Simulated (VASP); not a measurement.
# Zn4As3O (R-3m) in VASP: further runs, part 2 of 2

VASP 6.6.1. The steps go on from the part before.

### Step 3. Single point, PBE

INCAR reads:

```
SYSTEM = Zn4As3O
ALGO = Normal ; EDIFF = 1E-6
ENCUT = 520 ; GGA = PE
ISIF = 2 ; ISMEAR = 1
LASPH = .True. ; LCHARG = .True.
LELF = .True. ; LREAL = .False.
LVHAR = .True. ; LWAVE = .False.
NBANDS = 44 ; NELM = 60
PREC = Accurate ; SIGMA = 0.05
```

KPOINTS reads:

```
k-points
0
Gamma
  5 5 5
  0 0 0
```

POSCAR reads:

```
Zn4As3O
1.0
    1.9736773152      3.4185093877      0.0000000000
   -1.9736773152      3.4185093877      0.0000000000
    0.0000000000     -2.2790062585     10.4717650509
O Zn As
1 4 3
Direct
    0.5000000000      0.5000000000      0.5000000000
    0.0883884656      0.0883884656      0.2651653968
    0.9116115344      0.9116115344      0.7348346032
    0.2918660584      0.2918660584      0.8755981751
    0.7081339416      0.7081339416      0.1244018249
    0.2073046557      0.2073046557      0.6219139671
    0.7926953443      0.7926953443      0.3780860329
    0.0000000000      0.0000000000      0.0000000000
```

Potentials or basis: VASP PAW PBE potentials, release 64 (O, Zn, As).

Launch:

```
> cat potpaw_PBE.64/O/POTCAR potpaw_PBE.64/Zn/POTCAR potpaw_PBE.64/As/POTCAR > POTCAR
> mpirun -np 1 vasp_std > vasp.out
```

OUTCAR:

```text
SYSTEM = Zn4As3O
   EDIFF = 1E-6
   ENCUT = 520
   GGA = PE
   ISIF = 2
   ISMEAR = 1
   LASPH = .True.
   LREAL = .False.
   NELM = 60
   PREC = Accurate

 ion  position               nearest neighbor table
   1  0.500  0.500  0.500-
   2  0.088  0.088  0.265-   7 2.57   7 2.57   7 2.57   5 2.71   5 2.71   5 2.71   8 2.78
   3  0.912  0.912  0.735-   6 2.57   6 2.57   6 2.57   4 2.71   4 2.71   4 2.71   8 2.78
   4  0.292  0.292  0.876-   8 2.63   8 2.63   8 2.63   6 2.66   3 2.71   3 2.71   3 2.71
   5  0.708  0.708  0.124-   8 2.63   8 2.63   8 2.63   7 2.66   2 2.71   2 2.71   2 2.71
   6  0.207  0.207  0.622-   3 2.57   3 2.57   3 2.57   4 2.66
   7  0.793  0.793  0.378-   2 2.57   2 2.57   2 2.57   5 2.66
   8  0.000  0.000  0.000-   5 2.63   5 2.63   4 2.63   4 2.63   4 2.63   5 2.63   2 2.78   3 2.78

  LATTYP: Found a trigonal (rhomboedric) cell.
 ALAT       =    10.7168900716
 COS(alpha) =     0.9321664193

  Lattice vectors:

 A1 = (  -1.9736773152,   1.1395031292,  10.4717650509)
 A2 = (   0.0000000000,  -2.2790062585,  10.4717650509)
 A3 = (   1.9736773152,   1.1395031292,  10.4717650509)

Analysis of symmetry for initial positions (statically):
=====================================================================
 Subroutine PRICEL returns:
 Original cell was already a primitive cell.

 Routine SETGRP: Setting up the symmetry group for a
 trigonal (rhombohedral) supercell.

 Subroutine GETGRP returns: Found 12 space group operations
 (whereof 12 operations were pure point group operations)
 out of a pool of 12 trial point group operations.

The static configuration has the point symmetry D_3d.

Analysis of symmetry for dynamics (positions and initial velocities):
=====================================================================
 Subroutine PRICEL returns:
 Original cell was already a primitive cell.

 Routine SETGRP: Setting up the symmetry group for a
 trigonal (rhombohedral) supercell.

 Subroutine GETGRP returns: Found 12 space group operations
 (whereof 12 operations were pure point group operations)
 out of a pool of 12 trial point group operations.

The dynamic configuration has the point symmetry D_3d.

 Subroutine INISYM returns: Found 12 space group operations
 (whereof 12 operations are pure point group operations),
 and found     1 'primitive' translations

----------------------------------------------------------------------------------------

                                     Primitive cell

  volume of cell :     141.3067

  direct lattice vectors                    reciprocal lattice vectors
     1.973677315  3.418509388  0.000000000     0.253334218  0.146262579  0.031831628
    -1.973677315  3.418509388  0.000000000    -0.253334218  0.146262579  0.031831628
     0.000000000 -2.279006258 10.471765051     0.000000000  0.000000000  0.095494885

  length of vectors
     3.947354630  3.947354630 10.716890072     0.294251968  0.294251968  0.095494885

  position of ions in fractional coordinates (direct lattice)
     0.500000000  0.500000000  0.500000000
     0.088388466  0.088388466  0.265165397
     0.911611534  0.911611534  0.734834603
     0.291866058  0.291866058  0.875598175
     0.708133942  0.708133942  0.124401825
[... 46 lines left out ...]
  0.200000  0.200000  0.000000      6.000000
  0.400000  0.200000  0.000000     12.000000
 -0.400000  0.200000 -0.000000     12.000000
[... 11 lines left out ...]
  0.000000  0.000000  0.400000      2.000000
  0.200000 -0.000000  0.400000      6.000000
   k-points           NKPTS =     19   k-points in BZ     NKDIM =     19   number of bands    NBANDS=     44
   number of dos      NEDOS =    301   number of ions     NIONS =      8
   total plane-waves  NPLWV =  72000
   dimension x,y,z NGX =    30 NGY =   30 NGZ =   80
   dimension x,y,z NGXF=    60 NGYF=   60 NGZF=  160
   ions per type =               1   4   3
   NGX,Y,Z   is equivalent  to a cutoff of  12.63, 12.63, 12.41 a.u.
   NGXF,Y,Z  is equivalent  to a cutoff of  25.27, 25.27, 24.82 a.u.
 SYSTEM =  Zn4As3O
   PREC   = accura    normal or accurate (medium, high low for compatibility)
   ISTART =      0    job   : 0-new  1-cont  2-samecut
   ICHARG =      2    charge: 1-file 2-atom 10-const
   ISPIN  =      1    spin polarized calculation?
   LNONCOLLINEAR =      F non collinear calculations
   LSORBIT =      F    spin-orbit coupling
   LASPH  =      T    aspherical Exc in radial PAW
   ENCUT  =  520.0 eV  38.22 Ry    6.18 a.u.   7.34  7.34 19.93*2*pi/ulx,y,z
   NELM   =     60;   NELMIN=  2; NELMDL= -5     # of ELM steps
   EDIFF  = 0.1E-05   stopping-criterion for ELM
   LREAL  =      F    real-space projection
   EDIFFG = 0.1E-04   stopping-criterion for IOM
   NSW    =      0    number of steps for IOM
   IBRION =     -1    ionic relax: 0-MD 1-quasi-New 2-CG
   NFREE  =      0    steps in history (QN), initial steepest desc. (CG)
   ISIF   =      2    stress and relaxation
   ISYM   =      2    0-nonsym 1-usesym 2-fastsym
   POTIM  = 0.5000    time-step for ionic-motion
   TEBEG  =    0.0;   TEEND  =   0.0 temperature during run
   PSTRESS=    0.0 pullay stress
   NELECT =      69.0000    total number of electrons
   NUPDOWN=      -1.0000    fix difference up-down
   EMIN   =  10.00;   EMAX   =-10.00  energy-range for DOS
   EFERMI =   0.00;   METHOD = LEGACY
   ISMEAR =     1;   SIGMA  =   0.05  broadening in eV -4-tet -1-fermi 0-gaus
   EFERMI_NEDOS =   21; number of points for ismear=-14 and -15
   IALGO  =     38    algorithm
   IMIX   =      4    mixing-type and parameters
     AMIX     =   0.40;   BMIX     =  1.00
     AMIX_MAG =   1.60;   BMIX_MAG =  1.00
  volume/ion in A,a.u.               =      17.66       119.20
  Fermi-wavevector in a.u.,A,eV,Ry     =   1.289150  2.436141 22.611642  1.661909
  Thomas-Fermi vector in A             =   2.421061
   LORBIT       =      0    0 simple, 1 ext, 2 COOP (PROOUT), +10 PAW based schemes
   GGA     = PE    functional components
   LHFCALC =     F    Hartree Fock is set to
   AEXX    =    0.0000 exact exchange contribution
   IVDW    =     0    specifies the selected vdW correction
   LEPSILON=     F    determine dielectric tensor
   LRPA    =     F    only Hartree local field effects (RPA)
 non-spin polarized calculation
 Methfessel and Paxton  Order N= 1 SIGMA  =   0.05
  energy-cutoff  :      520.00
  volume of cell :      141.31
 maximum number of plane-waves:      3843
 NGX is ok and might be reduce to    30
   NGX = 15   NGY = 15   NGZ = 39

 number of electron      69.0000016 magnetization

 Free energy of the ion-electron system (eV)
  ---------------------------------------------------
  ext. energy  EPLUGINS =         0.00000000
  ---------------------------------------------------
  free energy    TOTEN  =       -22.24391196 eV

  energy without entropy =      -22.24238791  energy(sigma->0) =      -22.24340394

 E-fermi :   3.2486     XC(G=0): -10.4559

 val. band max:        3.2406871394   @ k =   0.4000   0.2000   0.0000
 cond. band min:       3.2488275125   @ k =   0.2000   0.2000   0.2000
 fundamental gap:      0.0081403731
 Fermi energy:         3.2485603509

 k-point     1 :       0.0000    0.0000    0.0000
  band No.  band energies     occupation
      1     -13.8801      2.00000
      2      -9.1019      2.00000
      3      -8.0694      2.00000
      4      -7.7928      2.00000
      5      -4.5198      2.00000
      6      -4.3120      2.00000
[... 882 lines left out ...]
     43       8.4301      0.00000
     44       8.5314      0.00000

------------------------ aborting loop because EDIFF is reached ----------------------------------------

  FORCE on cell =-STRESS in cart. coord.  units (eV):
  Direction    XX          YY          ZZ          XY          YZ          ZX
  --------------------------------------------------------------------------------------
  -------------------------------------------------------------------------------------
  Total        0.1250862      0.1250862      0.2014609     -0.0000000     -0.0000000      0.0000000
  in kB        1.4182644      1.4182644      2.2842235     -0.0000000     -0.0000000      0.0000000
  external PRESSURE =       1.7069174 kB  Pullay stress =       0.0000000 kB

 VOLUME and BASIS-vectors are now :
 -----------------------------------------------------------------------------
  energy-cutoff  :      520.00
  volume of cell :      141.31
      direct lattice vectors                 reciprocal lattice vectors
     1.973677315  3.418509388  0.000000000     0.253334218  0.146262579  0.031831628
    -1.973677315  3.418509388  0.000000000    -0.253334218  0.146262579  0.031831628
     0.000000000 -2.279006258 10.471765051     0.000000000  0.000000000  0.095494885

 POSITION                                       TOTAL-FORCE (eV/Angst)
 -----------------------------------------------------------------------------------
      0.00000      2.27901      5.23588         0.000000     -0.000000      0.000000
      0.00000     -0.00000      2.77675         0.000000     -0.000000      0.001032
      0.00000      4.55801      7.69502        -0.000000      0.000000     -0.001032
      0.00000      0.00000      9.16906         0.000000     -0.000000      0.003434
      0.00000      4.55801      1.30271         0.000000      0.000000     -0.003434
      0.00000     -0.00000      6.51254         0.000000      0.000000     -0.032115
      0.00000      4.55801      3.95923         0.000000     -0.000000      0.032115
      0.00000      0.00000      0.00000         0.000000     -0.000000      0.000000
 -----------------------------------------------------------------------------------
    total drift:                               -0.000000      0.000000      0.000000

  FREE ENERGIE OF THE ION-ELECTRON SYSTEM (eV)
  ---------------------------------------------------
  free  energy   TOTEN  =       -22.2439119588 eV

  energy  without entropy=      -22.2423879127  energy(sigma->0) =      -22.24340394
```

Run time: 3.1 min. Hardware: 1 thread of Intel Xeon 8259CL, shared host; peak memory 0.32 GiB.

What came out:

| Item | Value |
| --- | --- |
| Free energy | -22.2439 eV |
| Pressure | 0.2 GPa |
| Largest force | 0.032 eV/Å |
| Band gap on the k mesh | zero (an odd number of electrons rules out a gap without spin polarisation) |

Forces on the atoms (eV/Å):
```
O    0.000  0.000  0.000
Zn   0.000  0.000  0.001
Zn   0.000  0.000 -0.001
Zn   0.000  0.000  0.003
Zn   0.000  0.000 -0.003
As   0.000  0.000 -0.032
As   0.000  0.000  0.032
As   0.000  0.000  0.000
```

Caveat: the k points lie up to 0.37 Å⁻¹ apart, too coarse for converged energies and pressures of a metal; an odd number of electrons without spin polarisation forces a metal; a magnetic or distorted state may lie lower.

### Step 4. Single point, PBE

INCAR reads:

```
  ALGO = Normal
  EDIFF = 1E-6
  ENCUT = 520
  GGA = PE
  ISIF = 2
  ISMEAR = -1
  LASPH = T
  LCHARG = F
  LREAL = F
  LWAVE = F
  NBANDS = 44
  NELM = 60
  PREC = Accurate
  SIGMA = 0.1
```

KPOINTS reads:

```
k-points
0
Gamma
  5 5 5
```

POSCAR reads:

```
Zn4As3O
1.0
    1.9734518742      3.4181189124      0.0000000000
   -1.9734518742      3.4181189124      0.0000000000
    0.0000000000     -2.2787459416     10.4674933897
O Zn As
1 4 3
Direct
    0.5000000000      0.5000000000      0.5000000000
    0.0885040834      0.0885040834      0.2655122503
    0.9114959166      0.9114959166      0.7344877497
    0.2917659196      0.2917659196      0.8752977589
    0.7082340804      0.7082340804      0.1247022411
    0.2072293214      0.2072293214      0.6216879643
    0.7927706786      0.7927706786      0.3783120357
    0.0000000000      0.0000000000      0.0000000000
```

Potentials or basis: VASP PAW PBE potentials, release 64 (O, Zn, As).

Launch:

```
> cat potpaw_PBE.64/O/POTCAR potpaw_PBE.64/Zn/POTCAR potpaw_PBE.64/As/POTCAR > POTCAR
> mpirun -np 1 vasp_std > vasp.out
```

OUTCAR:

```text
EDIFF = 1E-6
   ENCUT = 520
   GGA = PE
   ISIF = 2
   ISMEAR = -1
   LASPH = T
   LREAL = F
   NELM = 60
   PREC = Accurate

 ion  position               nearest neighbor table
   1  0.500  0.500  0.500-
   2  0.089  0.089  0.266-   7 2.57   7 2.57   7 2.57   5 2.71   5 2.71   5 2.71   8 2.78
   3  0.911  0.911  0.734-   6 2.57   6 2.57   6 2.57   4 2.71   4 2.71   4 2.71   8 2.78
   4  0.292  0.292  0.875-   8 2.63   8 2.63   8 2.63   6 2.65   3 2.71   3 2.71   3 2.71
   5  0.708  0.708  0.125-   8 2.63   8 2.63   8 2.63   7 2.65   2 2.71   2 2.71   2 2.71
   6  0.207  0.207  0.622-   3 2.57   3 2.57   3 2.57   4 2.65
   7  0.793  0.793  0.378-   2 2.57   2 2.57   2 2.57   5 2.65
   8  0.000  0.000  0.000-   4 2.63   5 2.63   5 2.63   5 2.63   4 2.63   4 2.63   2 2.78   3 2.78

  LATTYP: Found a trigonal (rhomboedric) cell.
 ALAT       =    10.7126607773
 COS(alpha) =     0.9321283559

  Lattice vectors:

 A1 = (  -1.9734518742,   1.1393729708,  10.4674933897)
 A2 = (   0.0000000000,  -2.2787459416,  10.4674933897)
 A3 = (   1.9734518742,   1.1393729708,  10.4674933897)

Analysis of symmetry for initial positions (statically):
=====================================================================
 Subroutine PRICEL returns:
 Original cell was already a primitive cell.

 Routine SETGRP: Setting up the symmetry group for a
 trigonal (rhombohedral) supercell.

 Subroutine GETGRP returns: Found 12 space group operations
 (whereof 12 operations were pure point group operations)
 out of a pool of 12 trial point group operations.

The static configuration has the point symmetry D_3d.

Analysis of symmetry for dynamics (positions and initial velocities):
=====================================================================
 Subroutine PRICEL returns:
 Original cell was already a primitive cell.
[... 136 lines left out ...]
  Fermi-wavevector in a.u.,A,eV,Ry     =   1.289424  2.436658 22.621238  1.662614
  Thomas-Fermi vector in A             =   2.421318
   LORBIT       =      0    0 simple, 1 ext, 2 COOP (PROOUT), +10 PAW based schemes
   GGA     = PE    functional components
   LHFCALC =     F    Hartree Fock is set to
   AEXX    =    0.0000 exact exchange contribution
   IVDW    =     0    specifies the selected vdW correction
   LEPSILON=     F    determine dielectric tensor
   LRPA    =     F    only Hartree local field effects (RPA)
 non-spin polarized calculation
  energy-cutoff  :      520.00
  volume of cell :      141.22
 maximum number of plane-waves:      3843
 NGX is ok and might be reduce to    30
   NGX = 15   NGY = 15   NGZ = 39

 number of electron      69.0000017 magnetization

 Free energy of the ion-electron system (eV)
  ---------------------------------------------------
  ext. energy  EPLUGINS =         0.00000000
  ---------------------------------------------------
  free energy    TOTEN  =       -22.32843637 eV

  energy without entropy =      -22.18506794  energy(sigma->0) =      -22.25675216

 E-fermi :   3.2457     XC(G=0): -10.4597

 val. band max:        3.2207595537   @ k =   0.2000   0.2000  -0.0000
 cond. band min:       3.2520662019   @ k =   0.4000   0.2000  -0.0000
 fundamental gap:      0.0313066482
 Fermi energy:         3.2456547774

 k-point     1 :       0.0000    0.0000    0.0000
  band No.  band energies     occupation
      1     -13.8659      2.00000
      2      -9.0990      2.00000
      3      -8.0650      2.00000
      4      -7.7892      2.00000
      5      -4.5163      2.00000
      6      -4.3079      2.00000
[... 882 lines left out ...]
     43       8.4372      0.00000
     44       8.5346      0.00000

------------------------ aborting loop because EDIFF is reached ----------------------------------------

  FORCE on cell =-STRESS in cart. coord.  units (eV):
  Direction    XX          YY          ZZ          XY          YZ          ZX
  --------------------------------------------------------------------------------------
  -------------------------------------------------------------------------------------
  Total        0.1606833      0.1606833      0.1909291      0.0000000      0.0000000      0.0000000
  in kB        1.8230347      1.8230347      2.1661890      0.0000000      0.0000000      0.0000000
  external PRESSURE =       1.9374194 kB  Pullay stress =       0.0000000 kB

 VOLUME and BASIS-vectors are now :
 -----------------------------------------------------------------------------
  energy-cutoff  :      520.00
  volume of cell :      141.22
      direct lattice vectors                 reciprocal lattice vectors
     1.973451874  3.418118912  0.000000000     0.253363159  0.146279288  0.031844618
    -1.973451874  3.418118912  0.000000000    -0.253363159  0.146279288  0.031844618
     0.000000000 -2.278745942 10.467493390     0.000000000  0.000000000  0.095533855

 POSITION                                       TOTAL-FORCE (eV/Angst)
 -----------------------------------------------------------------------------------
      0.00000      2.27875      5.23375         0.000000      0.000000      0.000000
      0.00000     -0.00000      2.77925        -0.000000      0.000000      0.002928
      0.00000      4.55749      7.68825         0.000000     -0.000000     -0.002928
      0.00000     -0.00000      9.16217         0.000000      0.000000      0.003960
      0.00000      4.55749      1.30532         0.000000     -0.000000     -0.003960
      0.00000     -0.00000      6.50751         0.000000     -0.000000     -0.031616
      0.00000      4.55749      3.95998         0.000000      0.000000      0.031616
      0.00000      0.00000      0.00000         0.000000      0.000000      0.000000
 -----------------------------------------------------------------------------------
    total drift:                                0.000000      0.000000      0.000000

  FREE ENERGIE OF THE ION-ELECTRON SYSTEM (eV)
  ---------------------------------------------------
  free  energy   TOTEN  =       -22.3284363732 eV

  energy  without entropy=      -22.1850679387  energy(sigma->0) =      -22.25675216
```

stdout:

```text
POSCAR found type information on POSCAR O ZnAs
 POSCAR found :  3 types and       8 ions
 scaLAPACK will be used
 LDA part: xc-table for (Slater+PW92), standard interpolation
 POSCAR, INCAR and KPOINTS ok, starting setup
 FFT: planning ... GRIDC
 FFT: planning ... GRID_SOFT
 FFT: planning ... GRID
 WAVECAR not read
 entering main loop
```

Wall time 3.2 min (1 thread of Intel Xeon 8259CL, shared host); peak memory 0.31 GiB.

Results:

* Free energy: -22.3284 eV
* Pressure: 0.2 GPa
* Largest force: 0.032 eV/Å
* Band gap on the k mesh: zero (an odd number of electrons rules out a gap without spin polarisation)

Forces on the atoms (eV/Å):
```
O    0.000  0.000  0.000
Zn   0.000  0.000  0.003
Zn   0.000  0.000 -0.003
Zn   0.000  0.000  0.004
Zn   0.000  0.000 -0.004
As   0.000  0.000 -0.032
As   0.000  0.000  0.032
As   0.000  0.000  0.000
```

Caveat: the k points lie up to 0.37 Å⁻¹ apart, too coarse for converged energies and pressures of a metal; an odd number of electrons without spin polarisation forces a metal; a magnetic or distorted state may lie lower.

The gap in the log of VASP goes by the Fermi energy; the results here count the filled bands.